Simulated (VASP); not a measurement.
Here is a VASP 6.6.1 calculation.

The input POSCAR:

```
BeTe
1.0
    0.0000000000      2.7700000000      2.7700000000
    2.7700000000      0.0000000000      2.7700000000
    2.7700000000      2.7700000000      0.0000000000
Te Be
1 1
Direct
    0.7500000000      0.7500000000      0.7500000000
    0.0000000000      0.0000000000      0.0000000000
```

Contents of INCAR.step1:

```
  PREC = Accurate
  ENCUT = 520
  EDIFF = 1E-5
  ISMEAR = -1
  SIGMA = 0.05
  LREAL = F
  LASPH = T
  NELM = 60
  ALGO = Normal
  ISIF = 2
  LWAVE = T
  LCHARG = F
  GGA = PE
  NBANDS = 11
```

The input INCAR.step2:

```
  PREC = Accurate
  ENCUT = 520
  EDIFF = 1E-6
  ISMEAR = -1
  SIGMA = 0.05
  LREAL = F
  LASPH = T
  NELM = 60
  ALGO = Normal
  ISIF = 2
  LWAVE = F
  LCHARG = F
  GGA = PE
  LHFCALC = T
  AEXX = 0.25
  PRECFOCK = Normal
  ISTART = 1
  NBANDS = 11
```

Contents of KPOINTS:

```
Automatic mesh
0
Gamma
  6 6 6
```

Potentials or basis: VASP PAW PBE potentials, release 64 (Te, Be).

Launch:

```console
$ cat potpaw_PBE.64/Te/POTCAR potpaw_PBE.64/Be/POTCAR > POTCAR
$ cp INCAR.step1 INCAR
$ mpirun -np 1 vasp_std > vasp.out
$ cp INCAR.step2 INCAR
$ mpirun -np 1 vasp_std > vasp.out
```

Q: Estimate the band gap on the k mesh.

A: 3.18 eV, indirect (least direct gap 5.11 eV).

Q: Predict the pressure.

A: 3.1 GPa.

Caveat: the PAW data sets were made with another functional, which shifts forces and pressure a little; spin-orbit coupling is left out, which moves the levels of the heavy elements. A k mesh can miss the band edges.
